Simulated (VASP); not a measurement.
Crystal: SeF.

```xyz
2
Lattice="0.0000 2.5254 2.5254 2.5254 0.0000 2.5254 2.5254 2.5254 0.0000" Properties=species:S:1:pos:R:3 pbc="T T T"
F     0.0000    0.0000    0.0000
Se    2.5254    2.5254    2.5254
```

* Program: VASP 6.6.1
* Task: relaxation of cell and atoms
* Functional: PBE
* Potentials or basis: VASP PAW PBE potentials, release 64 (F, Se)
* Cutoff: 600 eV
* k mesh: 6 × 6 × 6
* Occupations: fermi-dirac, width 0.0132 eV
* Spin: no spin polarisation

At the start: pressure 6.3 GPa; volume 16.11 Å³/atom.

Where does the relaxation end?

Over 3 steps the energy falls by 25.9 meV/atom and the volume is 17.52 Å³/atom (+8.8 %); space group Fm-3m (No. 225, to 0.1 Å) before and after.

The path:
```tsv
step	energy change (eV)	largest force (eV/Å)	pressure (GPa)	volume (Å³)
1	0.0000	0.0000	6.27	32.21
2	-0.0516	0.0000	-0.34	35.24
3	-0.0518	0.0000	0.09	35.04
```

Final structure:
```
F Se
1.0
     0.00000    2.59728    2.59728
     2.59728    0.00000    2.59728
     2.59728    2.59728    0.00000
F Se
1 1
Direct
  0.00000 0.00000 0.00000
  0.50000 0.50000 0.50000
```

Caveat: an odd number of electrons without spin polarisation forces a metal; a magnetic or distorted state may lie lower.
